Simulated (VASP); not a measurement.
Set up this calculation in VASP 6.6.1, as the native input.

```yaml
Task: single point
Functional: PBE
Potentials_or_basis: VASP PAW PBE potentials, release 64 (Ca_sv, O)
Cutoff: 520 eV
k_mesh: 10 × 10 × 10
Occupations: gaussian, width 0.013 eV
Spin: no spin polarisation
Dipole_correction: no
Further_INCAR_settings: ALGO = Normal; EDIFF = 1e-07; NBANDS = 15
```

The structure of CaO lies in POSCAR:

```
CaO
1.0
    0.0000000000      2.4035556960      2.4035556960
    2.4035556960      0.0000000000      2.4035556960
    2.4035556960      2.4035556960      0.0000000000
Ca O
1 1
Direct
    0.0000000000      0.0000000000      0.0000000000
    0.5000000000      0.5000000000      0.5000000000
```

The input as run:

INCAR

```
SYSTEM = CaO
  PREC = Accurate
  ENCUT = 520
  EDIFF = 1E-7
  ISMEAR = 0
  SIGMA = 0.013000000000000001
  LREAL = .FALSE.
  LASPH = .TRUE.
  NELM = 80
  ALGO = Normal
  ISIF = 2
  LWAVE = .FALSE.
  LCHARG = .TRUE.
  GGA = PE
  LELF = .TRUE.
  LVHAR = .TRUE.
  NBANDS = 15
```

KPOINTS

```
Automatic mesh
0
G
  10 10 10
  0 0 0
```

Potentials or basis: VASP PAW PBE potentials, release 64 (Ca_sv, O).

Run with:

```console
$ cat potpaw_PBE.64/Ca_sv/POTCAR potpaw_PBE.64/O/POTCAR > POTCAR
$ mpirun -np 1 vasp_std > vasp.out
```

It gave:

```json
{
 "Pressure": "2.2 GPa",
 "Band gap on the k mesh": "3.64 eV (least direct gap 4.01 eV)"
}
```

Run time: 40 s on 1 thread of Intel Xeon 8259CL (shared host), peak memory 0.17 GiB.
